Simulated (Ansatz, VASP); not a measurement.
**CdSe: VASP beside Ansatz**

The input INCAR:

```
ALGO     = Normal         # electronic algorithm
EDIFF    = 1E-6           # SCF threshold, eV
ENCUT    = 520            # plane-wave cutoff, eV
GGA      = PE             # functional
ISIF     = 2              # what is computed and relaxed
ISMEAR   = 0              # smearing method
LASPH    = True           # aspherical terms in the spheres
LCHARG   = False          # write CHGCAR
LREAL    = False          # projectors in reciprocal space
LWAVE    = False          # write WAVECAR
NBANDS   = 16             # bands
NELM     = 80             # most SCF steps
PREC     = Accurate       # precision mode
SIGMA    = 0.02           # smearing width, eV
```

The input KPOINTS:

```
k-points
0
Gamma
  10 10 10
```

The input POSCAR:

```
CdSe
1.0
    0.0000000000      3.0984146614      3.0984146614
    3.0984146614      0.0000000000      3.0984146614
    3.0984146614      3.0984146614      0.0000000000
Cd Se
1 1
Direct
    0.0000000000      0.0000000000      0.0000000000
    0.7500000000      0.7500000000      0.7500000000
```

Input for Ansatz:

```yaml
crystal:
  lattice:
    - [0.0, 3.0984146614, 3.0984146614]
    - [3.0984146614, 0.0, 3.0984146614]
    - [3.0984146614, 3.0984146614, 0.0]
  atoms:
    - { symbol: Cd, position: [0.0, 0.0, 0.0] }
    - { symbol: Se, position: [0.75, 0.75, 0.75] }
basis:
  ecutwfc: 420
kpoints:
  mp_grid: { grid: [10, 10, 10] }
hamiltonian:
  xc: pbe
scf:
  occupations: { method: gaussian, width: 0.02 }
  n_extra_bands: 12
output:
  forces: false
  stress: false
  eigenvalues: true
  optics: { e_range: [0, 14], sigma: 0.1, nscf_kmesh: { grid: [15, 15, 15] } }
checkpoint:
  read: start.run
  write: ck
  compress: false
  write_wavefunctions: false
  write_every: 100000
```

Alike in both runs: task single point; functional PBE; k mesh 10 × 10 × 10; occupations gaussian, width 0.02 eV; no spin polarisation.

```csv
,VASP,Ansatz
version,VASP 6.6.1,Ansatz 0.2.0
potentials or method,"VASP PAW PBE potentials, release 64 (Cd, Se), cutoff 520 eV","scalar-relativistic, plane waves, PAW"
valence electrons in the cell,18,36
```

|  | VASP | Ansatz | Ansatz less VASP |
| --- | --- | --- | --- |
| gap on the k mesh at the Fermi level (eV) | 0.49 | 0.49 | +0.001 |
| least direct gap on the mesh (eV) | 0.49 | 0.49 | +0.001 |

VASP's potentials hold 18 valence electrons a cell and Ansatz's 36, so a difference there can come from the potentials and not from the codes.
